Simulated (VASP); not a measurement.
Write the native input for VASP 6.6.1 that does the following.

| Item | Value |
| --- | --- |
| Task | single point |
| Functional | r2SCAN |
| Potentials or basis | VASP PAW PBE potentials, release 64 (Zr_sv, S) |
| Cutoff | 520 eV |
| k mesh | 6 × 6 × 6 |
| Occupations | gaussian, width 0.1 eV |
| Spin | no spin polarisation |
| Dipole correction | no |
| Further INCAR settings | ALGO = Normal; EDIFF = 1e-06; NBANDS = 16 |

Crystal: ZrS.

```
Zr S
1.0
     0.00000    2.62500    2.62500
     2.62500    0.00000    2.62500
     2.62500    2.62500    0.00000
Zr S
1 1
Direct
  0.00000 0.00000 0.00000
  0.50000 0.50000 0.50000
```

One way to write it, as run:

POSCAR

```
ZrS
1.0
    0.0000000000      2.6250000000      2.6250000000
    2.6250000000      0.0000000000      2.6250000000
    2.6250000000      2.6250000000      0.0000000000
Zr S
1 1
Direct
    0.0000000000      0.0000000000      0.0000000000
    0.5000000000      0.5000000000      0.5000000000
```

INCAR.step1

```
SYSTEM = ZrS
PREC     = Accurate       ! precision mode
ENCUT    = 520            ! plane-wave cutoff, eV
ISMEAR   = 0              ! smearing method
SIGMA    = 0.1            ! smearing width, eV
LREAL    = .FALSE.        ! projectors in reciprocal space
LASPH    = .TRUE.         ! aspherical terms in the spheres
NELM     = 60             ! most SCF steps
NBANDS   = 16             ! bands
GGA      = PE             ! functional
ALGO     = Normal         ! electronic algorithm
EDIFF    = 1E-4           ! SCF threshold, eV
LWAVE    = .TRUE.         ! write WAVECAR
LCHARG   = .FALSE.        ! write CHGCAR
```

INCAR.step2

```
SYSTEM = ZrS
PREC     = Accurate       ! precision mode
ENCUT    = 520            ! plane-wave cutoff, eV
EDIFF    = 1E-6           ! SCF threshold, eV
ISMEAR   = 0              ! smearing method
SIGMA    = 0.1            ! smearing width, eV
LREAL    = .FALSE.        ! projectors in reciprocal space
LASPH    = .TRUE.         ! aspherical terms in the spheres
NELM     = 60             ! most SCF steps
ALGO     = Normal         ! electronic algorithm
ISIF     = 2              ! what is computed and relaxed
LWAVE    = .FALSE.        ! write WAVECAR
LCHARG   = .FALSE.        ! write CHGCAR
METAGGA  = R2SCAN         ! meta-GGA
LMIXTAU  = .TRUE.       
NBANDS   = 16             ! bands
ISTART   = 1
```

KPOINTS

```
regular mesh
0
G
  6 6 6
  0 0 0
```

Potentials or basis: VASP PAW PBE potentials, release 64 (Zr_sv, S).

Launch:

```console
$ cat potpaw_PBE.64/Zr_sv/POTCAR potpaw_PBE.64/S/POTCAR > POTCAR
$ cp INCAR.step1 INCAR
$ mpirun -np 1 vasp_std > vasp.out
$ cp INCAR.step2 INCAR
$ mpirun -np 1 vasp_std > vasp.out
```

Results of the run:

```yaml
Pressure: -1.7 GPa
Band_gap_on_the_k_mesh: zero (band 9 reaches 12.42 eV, above the bottom of band 10 at 9.51 eV)
```

Caveat: the PAW data sets were made with another functional, which shifts forces and pressure a little.

Wall time 18 s on 1 thread of Intel(R) Xeon(R) 6975P-C (Granite Rapids) (shared host), peak memory 0.15 GiB.
